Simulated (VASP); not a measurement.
A run of VASP 6.6.1:

Contents of INCAR:

```
  PREC = Accurate
  ENCUT = 600
  EDIFF = 1E-7
  ISMEAR = 0
  SIGMA = 0.1
  LREAL = F
  LASPH = T
  NELM = 80
  ALGO = Fast
  ISIF = 3
  LWAVE = F
  LCHARG = F
  GGA = PS
  IBRION = 2
  NSW = 100
  EDIFFG = -0.01
```

Contents of KPOINTS:

```
Automatic mesh
0
Gamma
  28 28 28
```

Contents of POSCAR:

```
Ru
1.0
   -1.3382876079      1.3382876079      1.8708783070
    1.3382876079     -1.3382876079      1.8708783070
    1.3382876079      1.3382876079     -1.8708783070
Ru
1
Direct
    0.0000000000      0.0000000000      0.0000000000
```

Potentials or basis: VASP PAW PBE potentials, release 64 (Ru_pv).

Command:

```bash
$ cat potpaw_PBE.64/Ru_pv/POTCAR > POTCAR
$ mpirun -np 1 vasp_std > vasp.out
```

Hardware: 1 thread of AMD EPYC 9R45 96-Core Processor (Zen 5) (shared host).

Problem. Estimate the wall time of this run.

Solution. It took 11 min on 1 thread of AMD EPYC 9R45 96-Core Processor (Zen 5), on a shared host, peak memory 0.38 GiB. Counts: scf iterations 45, k points 1639, ion steps 5.
